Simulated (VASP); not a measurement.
A run of VASP 6.6.1 is set up as follows.

INCAR

```
SYSTEM = B3Sb2P
PREC = Accurate ; ENCUT = 600
EDIFF = 1E-7 ; ISMEAR = 0
SIGMA = 0.1 ; LREAL = .False.
LASPH = .True. ; NELM = 100
ALGO = Normal ; ISIF = 3
LWAVE = .False. ; LCHARG = .False.
GGA = PE ; IBRION = 2
NSW = 100 ; EDIFFG = -0.01
```

KPOINTS

```
Automatic mesh
0
Gamma
  12 12 4
  0 0 0
```

POSCAR

```
B3Sb2P
1.0
    3.1882085541      0.0000000000      0.0000000000
   -1.5941042771      2.7610696004      0.0000000000
    0.0000000000      0.0000000000     11.3941168184
B Sb P
3 2 1
Direct
    0.6666666667      0.3333333333      0.5000000000
    0.0000000000      0.0000000000      0.0000000000
    0.0000000000      0.0000000000      0.5000000000
    0.3333333333      0.6666666667      0.3149682467
    0.3333333333      0.6666666667      0.6850317533
    0.6666666667      0.3333333333      0.0000000000
```

Potentials or basis: VASP PAW PBE potentials, release 64 (B, Sb, P).

Run with:

```console
$ cat potpaw_PBE.64/B/POTCAR potpaw_PBE.64/Sb/POTCAR potpaw_PBE.64/P/POTCAR > POTCAR
$ mpirun -np 1 vasp_std > vasp.out
```

Question: Predict the space group after relaxing (to 0.05 Å).

Answer: P-6m2 (No. 187).

Question: Predict the relaxed cell.

Answer: a = 3.189 Å, b = 3.189 Å, c = 11.103 Å, α = 90.00°, β = 90.00°, γ = 120.00°.

Question: Predict the band gap on the k mesh.

Answer: Zero (band 12 reaches 11.15 eV, above the bottom of band 13 at 6.19 eV).

Step by step:
```tsv
step	energy change (eV)	largest force (eV/Å)	pressure (GPa)	volume (Å³)
1	0.0000	0.0295	-0.06	100.30
2	-0.0005	0.0486	-0.15	100.21
3	-0.0008	0.0771	-0.28	100.08
4	-0.0010	0.0807	-0.23	99.97
5	-0.0017	0.0919	-0.10	99.66
6	-0.0024	0.1146	0.17	99.05
7	-0.0018	0.1622	0.73	97.82
8	-0.0025	0.1284	0.32	98.71
9	-0.0030	0.1161	0.30	98.61
10	-0.0043	0.0798	0.24	98.33
11	-0.0055	0.0092	0.13	97.76
12	-0.0055	0.0020	0.12	97.70
13	-0.0055	0.0018	-0.01	97.81
```

Caveat: spin-orbit coupling is left out, which moves the levels of the heavy elements; this functional lacks dispersion, which binds the layers, so the pressure and a relaxed spacing across them are unreliable.
